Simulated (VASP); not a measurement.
# BeS (F-43m) in VASP: further runs

BeS is run at these levels: r2SCAN; tasks: elastic constants.

Program: VASP 6.6.1. These are calculated values, not measurements. Logs are shortened: lines on timing, memory, paths and dates and some standing lists are left out, and cuts for length are marked.

## (1) The cell of the first run

Symmetry: F-43m, No. 216, cubic system. The conventional cell has a = 4.766 Å, b = 4.766 Å, c = 4.766 Å, α = 90.00°, β = 90.00°, γ = 90.00°. Be (site symmetry -43m) has 4 S at 2.06 Å within 2.7 Å. S (site symmetry -43m) has 4 Be at 2.06 Å within 2.7 Å.

## (2) Elastic constants, r2SCAN

File INCAR:

```
  PREC = Accurate
  ENCUT = 600
  EDIFF = 1E-8
  ISMEAR = 0
  SIGMA = 0.01
  LREAL = F
  LASPH = T
  NELM = 100
  ALGO = Normal
  ISIF = 3
  LWAVE = F
  LCHARG = F
  METAGGA = R2SCAN
  LMIXTAU = T
  NBANDS = 11
  IBRION = 6
  NFREE = 2
  POTIM = 0.015
  NSW = 1
```

File KPOINTS:

```
Automatic mesh
0
Gamma
  8 8 8
```

File POSCAR:

```
BeS
1.0
    0.0000000000      2.3832034012      2.3832034012
    2.3832034012      0.0000000000      2.3832034012
    2.3832034012      2.3832034012      0.0000000000
Be S
1 1
Direct
    0.0000000000      0.0000000000      0.0000000000
    0.7500000000      0.7500000000      0.7500000000
```

Potentials or basis: VASP PAW PBE potentials, release 64 (Be, S).

Launch:

```sh
$ cat potpaw_PBE.64/Be/POTCAR potpaw_PBE.64/S/POTCAR > POTCAR
$ mpirun -np 1 vasp_std > vasp.out
```

OUTCAR:

```text
PREC = Accurate
   ENCUT = 600
   EDIFF = 1E-8
   ISMEAR = 0
   LREAL = F
   LASPH = T
   NELM = 100
   ISIF = 3
   METAGGA = R2SCAN
   IBRION = 6
   NFREE = 2
   POTIM = 0.015
   NSW = 1

 ion  position               nearest neighbor table
   1  0.000  0.000  0.000-   2 2.06   2 2.06   2 2.06   2 2.06
   2  0.750  0.750  0.750-   1 2.06   1 2.06   1 2.06   1 2.06

  LATTYP: Found a face centered cubic cell.
 ALAT       =     4.7664068024

  Lattice vectors:

 A1 = (   0.0000000000,   2.3832034012,   2.3832034012)
 A2 = (   2.3832034012,   0.0000000000,   2.3832034012)
 A3 = (   2.3832034012,   2.3832034012,   0.0000000000)

Analysis of symmetry for initial positions (statically):
=====================================================================
 Subroutine PRICEL returns:
 Original cell was already a primitive cell.

 Routine SETGRP: Setting up the symmetry group for a
 face centered cubic supercell.

 Subroutine GETGRP returns: Found 24 space group operations
 (whereof 24 operations were pure point group operations)
 out of a pool of 48 trial point group operations.

The static configuration has the point symmetry T_d .

Analysis of symmetry for dynamics (positions and initial velocities):
=====================================================================
 Subroutine PRICEL returns:
 Original cell was already a primitive cell.

 Routine SETGRP: Setting up the symmetry group for a
 face centered cubic supercell.

 Subroutine GETGRP returns: Found 24 space group operations
 (whereof 24 operations were pure point group operations)
 out of a pool of 48 trial point group operations.

The dynamic configuration has the point symmetry T_d .

 Subroutine INISYM returns: Found 24 space group operations
 (whereof 24 operations are pure point group operations),
 and found     1 'primitive' translations

----------------------------------------------------------------------------------------

                                     Primitive cell

  volume of cell :      27.0716

  direct lattice vectors                    reciprocal lattice vectors
     0.000000000  2.383203401  2.383203401    -0.209801648  0.209801648  0.209801648
     2.383203401  0.000000000  2.383203401     0.209801648 -0.209801648  0.209801648
     2.383203401  2.383203401  0.000000000     0.209801648  0.209801648 -0.209801648

  length of vectors
     3.370358572  3.370358572  3.370358572     0.363387113  0.363387113  0.363387113

  position of ions in fractional coordinates (direct lattice)
     0.000000000  0.000000000  0.000000000
     0.750000000  0.750000000  0.750000000

  ion indices of the primitive-cell ions
   primitive index   ion index
                 1           1
                 2           2

----------------------------------------------------------------------------------------

 KPOINTS: Automatic mesh

Automatic generation of k-mesh.
 Grid dimensions read from file:
 generate k-points for:    8    8    8

 Generating k-lattice:

  Cartesian coordinates                     Fractional coordinates (reciprocal lattice)
    -0.026225206  0.026225206  0.026225206     0.125000000  0.000000000  0.000000000
     0.026225206 -0.026225206  0.026225206     0.000000000  0.125000000  0.000000000
     0.026225206  0.026225206 -0.026225206     0.000000000  0.000000000  0.125000000

[... 104 lines left out ...]

  energy without entropy =      -14.74639305  energy(sigma->0) =      -14.74639305

------------------------ aborting loop because EDIFF is reached ----------------------------------------

  FORCE on cell =-STRESS in cart. coord.  units (eV):
  Direction    XX          YY          ZZ          XY          YZ          ZX
  --------------------------------------------------------------------------------------
  -------------------------------------------------------------------------------------
  Total        1.2369346      1.2369346      1.2369346      0.0000000      0.0000000      0.0000000
  in kB       73.2055449     73.2055449     73.2055449      0.0000000      0.0000000      0.0000000
  external PRESSURE =      73.2055449 kB  Pullay stress =       0.0000000 kB
[... 89 lines left out ...]
  FREE ENERGIE OF THE ION-ELECTRON SYSTEM (eV)
  ---------------------------------------------------
  free  energy   TOTEN  =       -14.7241959110 eV

  energy  without entropy=      -14.7241959110  energy(sigma->0) =      -14.72419591

[... ionic steps 4 to 14 ...]

--------------------------------------- Ionic step       15  -------------------------------------------

 number of electron       8.0000001 magnetization

------------------------ aborting loop because EDIFF is reached ----------------------------------------
[... 67 lines left out ...]
--------------------------------------- Ionic step       17  -------------------------------------------

 number of electron       8.0000000 magnetization

 Free energy of the ion-electron system (eV)
  ---------------------------------------------------
  ext. energy  EPLUGINS =         0.00000000
  ---------------------------------------------------
  free energy    TOTEN  =       -14.74530822 eV

  energy without entropy =      -14.74530822  energy(sigma->0) =      -14.74530822

 E-fermi :   4.6808     XC(G=0): -10.4123

 val. band max:        4.5813854450   @ k =   0.0000   0.0000   0.0000
 cond. band min:       7.9741720906   @ k =   0.5000   0.5000   0.0000
 fundamental gap:      3.3927866456
 Fermi energy:         4.6808415422

 k-point     1 :       0.0000    0.0000    0.0000
  band No.  band energies     occupation
      1     -10.1473      2.00000
      2       4.4698      2.00000
      3       4.5271      2.00000
      4       4.5814      2.00000
      5      10.7268      0.00000
      6      10.7438      0.00000
      7      10.7648      0.00000
      8      11.6963      0.00000
      9      18.0465      0.00000
     10      18.0472      0.00000
     11      20.8695      0.00000
[... 309 lines left out ...]
 k-point    24 :      -0.3750    0.2500    0.1250
  band No.  band energies     occupation
      1      -8.0001      2.00000
      2      -1.1979      2.00000
      3       1.5063      2.00000
      4       2.4784      2.00000
      5      11.0950      0.00000
      6      11.8747      0.00000
      7      14.6358      0.00000
      8      16.0147      0.00000
      9      17.1231      0.00000
     10      21.1007      0.00000
     11      22.0321      0.00000

 [... further k-points ...]
[... 5 lines left out ...]
  --------------------------------------------------------------------------------------
  -------------------------------------------------------------------------------------
  Total        1.2377308      1.2399073      1.2399073      0.0000000     -0.0877689      0.0000000
  in kB       73.2526698     73.3814793     73.3814793      0.0000000     -5.1944288      0.0000000
  external PRESSURE =      73.3385428 kB  Pullay stress =       0.0000000 kB
[... 17 lines left out ...]
  FREE ENERGIE OF THE ION-ELECTRON SYSTEM (eV)
  ---------------------------------------------------
  free  energy   TOTEN  =       -14.7453082161 eV

  energy  without entropy=      -14.7453082161  energy(sigma->0) =      -14.74530822

 INTERNAL STRAIN TENSORS FROM STRAINED CELLS
 ============================================

 INTERNAL STRAIN TENSOR FOR ION    1 for displacements in x,y,z  (eV/Angst):
          X           Y           Z          XY          YZ          ZX
  --------------------------------------------------------------------------------
  x    -0.00000     0.00000    -0.00000     0.00000    -5.85157    -0.00000
  y     0.00000     0.00000    -0.00000     0.00000     0.00000    -5.85155
  z     0.00000     0.00000    -0.00000    -5.85212     0.00000     0.00000

 INTERNAL STRAIN TENSORS FROM DISPLACED ATOMS
 ============================================

 INTERNAL STRAIN TENSOR FOR ION    1 for displacements in x,y,z  (eV/Angst):
          X           Y           Z          XY          YZ          ZX
  --------------------------------------------------------------------------------
  x     0.00000     0.00000     0.00000     0.00000    -5.85273     0.00000
  y    -0.00000     0.00000    -0.00000     0.00000     0.00000    -5.85273
  z     0.00000     0.00000     0.00000    -5.85273     0.00000     0.00000

 INTERNAL STRAIN TENSOR FOR ION    2 for displacements in x,y,z  (eV/Angst):
          X           Y           Z          XY          YZ          ZX
  --------------------------------------------------------------------------------
  x     0.00000     0.00000     0.00000     0.00000     5.84983     0.00000
  y     0.00000     0.00000     0.00000     0.00000     0.00000     5.84983
  z     0.00000     0.00000     0.00000     5.84983     0.00000     0.00000

 Eigenvectors and eigenvalues of the dynamical matrix
 ----------------------------------------------------

   1 f  =   18.299311 THz   114.977960 2PiTHz  610.399302 cm-1    75.679834 meV
             X         Y         Z           dx          dy          dz
      0.000000  0.000000  0.000000    -0.838710    0.277696    0.000000
      3.574805  3.574805  3.574805     0.444713   -0.147244    0.000000
[... 21 lines left out ...]
   6 f/i=    0.000963 THz     0.006049 2PiTHz    0.032112 cm-1     0.003981 meV
             X         Y         Z           dx          dy          dz
      0.000000  0.000000  0.000000    -0.465660   -0.051095    0.000000
      3.574805  3.574805  3.574805    -0.878217   -0.096362    0.000000

--------------------------------------------------------------------------------------------------------

 ELASTIC MODULI CONTR FROM IONIC RELAXATION (kBar)
 Direction    XX          YY          ZZ          XY          YZ          ZX
 --------------------------------------------------------------------------------
 XX          -0.0000     -0.0000     -0.0000     -0.0000      0.0000     -0.0000
 YY          -0.0000     -0.0000     -0.0000     -0.0000     -0.0000      0.0000
 ZZ          -0.0000     -0.0000     -0.0000      0.0000     -0.0000     -0.0000
 XY          -0.0000     -0.0000      0.0000   -210.1869      0.0000      0.0000
 YZ           0.0000     -0.0000     -0.0000      0.0000   -210.1869      0.0000
 ZX          -0.0000      0.0000     -0.0000      0.0000      0.0000   -210.1869
 --------------------------------------------------------------------------------

 TOTAL ELASTIC MODULI (kBar)
 Direction    XX          YY          ZZ          XY          YZ          ZX
 --------------------------------------------------------------------------------
 XX        1846.9885    811.1086    811.1086     -0.0000      0.0000     -0.0000
 YY         811.1086   1846.9885    811.1086     -0.0000     -0.0000     -0.0000
 ZZ         811.1086    811.1086   1846.9885     -0.0000     -0.0000     -0.0000
 XY          -0.0000     -0.0000     -0.0000    963.3070     -0.0000      0.0000
 YZ           0.0000     -0.0000     -0.0000     -0.0000    963.3070      0.0000
 ZX          -0.0000     -0.0000     -0.0000      0.0000      0.0000    963.3070
 --------------------------------------------------------------------------------
```

Wall time 27 min (1 thread of Intel Xeon Platinum 8488C (Sapphire Rapids), shared host); peak memory 0.23 GiB.

Results:

* Elastic constants C11, C12, C44: 185, 81, 96 GPa
* Voigt bulk modulus: 116 GPa
* Highest phonon frequency at Γ, LO-TO splitting left out: 610 cm⁻¹

Phonon frequencies in cm⁻¹ (negative: imaginary):
```
              q point        frequencies
(0.000, 0.000, 0.000)  0 0 0 610 610 610
```

Elastic tensor in Voigt notation (GPa, in the Cartesian axes of the cell as first typed):
```
185  81  81   0   0   0
 81 185  81   0   0   0
 81  81 185   0   0   0
  0   0   0  96   0   0
  0   0   0   0  96   0
  0   0   0   0   0  96
```

Clamped-ion elastic tensor (GPa):
```
185  81  81   0   0   0
 81 185  81   0   0   0
 81  81 185   0   0   0
  0   0   0 117   0   0
  0   0   0   0 117   0
  0   0   0   0   0 117
```

Caveat: the cell is under stress, which shifts elastic constants; the PAW data sets were made with another functional, which shifts forces and pressure a little.

## (3) Elastic constants, r2SCAN

This run uses another cell than the first one, of 14.42 Å³/atom.

File INCAR:

```
  ALGO = Normal
  EDIFF = 1E-8
  ENCUT = 600
  IBRION = 6
  ISIF = 3
  ISMEAR = 0
  LASPH = T
  LCHARG = F
  LMIXTAU = T
  LREAL = F
  LWAVE = F
  METAGGA = R2SCAN
  NELM = 80
  NFREE = 2
  NSW = 1
  POTIM = 0.015
  PREC = Accurate
  SIGMA = 0.01
```

File KPOINTS:

```
k-points
0
Gamma
  8 8 8
```

File POSCAR:

```
BeS
1.0
    0.0000000000      2.4342241204      2.4342241204
    2.4342241204      0.0000000000      2.4342241204
    2.4342241204      2.4342241204      0.0000000000
Be S
1 1
Direct
    0.0000000000      0.0000000000      0.0000000000
    0.7500000000      0.7500000000      0.7500000000
```

Potentials or basis: VASP PAW PBE potentials, release 64 (Be, S).

Launch:

```sh
$ cat potpaw_PBE.64/Be/POTCAR potpaw_PBE.64/S/POTCAR > POTCAR
$ mpirun -np 1 vasp_std > vasp.out
```

Run time: 21 min. Hardware: 1 thread of Intel Xeon Platinum 8488C (Sapphire Rapids), shared host; peak memory 0.24 GiB.

It converged, with:

```yaml
Elastic_constants_C11_C12_C44: 164, 65, 87 GPa
Voigt_bulk_modulus: 98 GPa
Highest_phonon_frequency_at_Γ_LO-TO_splitting_left_out: 558 cm⁻¹
```

Phonon frequencies in cm⁻¹ (negative: imaginary):
| q point | frequencies |
| --- | --- |
| (0.000, 0.000, 0.000) | 0 0 0 558 558 558 |

Elastic tensor in Voigt notation (GPa, in the Cartesian axes of the cell as first typed):
```
164  65  65   0   0   0
 65 164  65   0   0   0
 65  65 164   0   0   0
  0   0   0  87   0   0
  0   0   0   0  87   0
  0   0   0   0   0  87
```

Clamped-ion elastic tensor (GPa):
```
164  65  65   0   0   0
 65 164  65   0   0   0
 65  65 164   0   0   0
  0   0   0  97   0   0
  0   0   0   0  97   0
  0   0   0   0   0  97
```

Caveat: the PAW data sets were made with another functional, which shifts forces and pressure a little.

## (4) Elastic constants, r2SCAN

This run uses another cell than the first one, of 13.89 Å³/atom.

File INCAR:

```
PREC     = Accurate       # precision mode
ENCUT    = 600            # plane-wave cutoff, eV
EDIFF    = 1E-8           # SCF threshold, eV
ISMEAR   = 0              # smearing method
SIGMA    = 0.01           # smearing width, eV
LREAL    = F              # projectors in reciprocal space
LASPH    = T              # aspherical terms in the spheres
NELM     = 60             # most SCF steps
ALGO     = Normal         # electronic algorithm
ISIF     = 3              # what is computed and relaxed
LWAVE    = F              # write WAVECAR
LCHARG   = F              # write CHGCAR
METAGGA  = R2SCAN         # meta-GGA
LMIXTAU  = T            
NBANDS   = 11             # bands
IBRION   = 6              # ionic algorithm
NFREE    = 2            
POTIM    = 0.015          # step
NSW      = 1              # ionic steps
```

File KPOINTS:

```
regular mesh
0
Gamma
  8 8 8
```

File POSCAR:

```
BeS
1.0
    0.0000000000      2.4035405130      2.4035405130
    2.4035405130      0.0000000000      2.4035405130
    2.4035405130      2.4035405130      0.0000000000
Be S
1 1
Direct
    0.0000000000      0.0000000000      0.0000000000
    0.7500000000      0.7500000000      0.7500000000
```

Launch:

```sh
$ cat potpaw_PBE.64/Be/POTCAR potpaw_PBE.64/S/POTCAR > POTCAR
$ mpirun -np 1 vasp_std > vasp.out
```

It took 18 min on 1 thread of Intel Xeon 6975P-C (Granite Rapids), shared host; peak memory 0.24 GiB.

It converged, with:

```yaml
Elastic_constants_C11_C12_C44: 176, 74, 93 GPa
Voigt_bulk_modulus: 108 GPa
Highest_phonon_frequency_at_Γ_LO-TO_splitting_left_out: 589 cm⁻¹
```

Phonon frequencies in cm⁻¹ (negative: imaginary):
```csv
q point,frequencies
"(0.000, 0.000, 0.000)",0 0 0 589 589 589
```

Elastic tensor in Voigt notation (GPa, in the Cartesian axes of the cell as first typed):
```
176  74  74   0   0   0
 74 176  74   0   0   0
 74  74 176   0   0   0
  0   0   0  93   0   0
  0   0   0   0  93   0
  0   0   0   0   0  93
```

Clamped-ion elastic tensor (GPa):
```
176  74  74   0   0   0
 74 176  74   0   0   0
 74  74 176   0   0   0
  0   0   0 109   0   0
  0   0   0   0 109   0
  0   0   0   0   0 109
```

Caveat: the cell is under stress, which shifts elastic constants; the PAW data sets were made with another functional, which shifts forces and pressure a little.
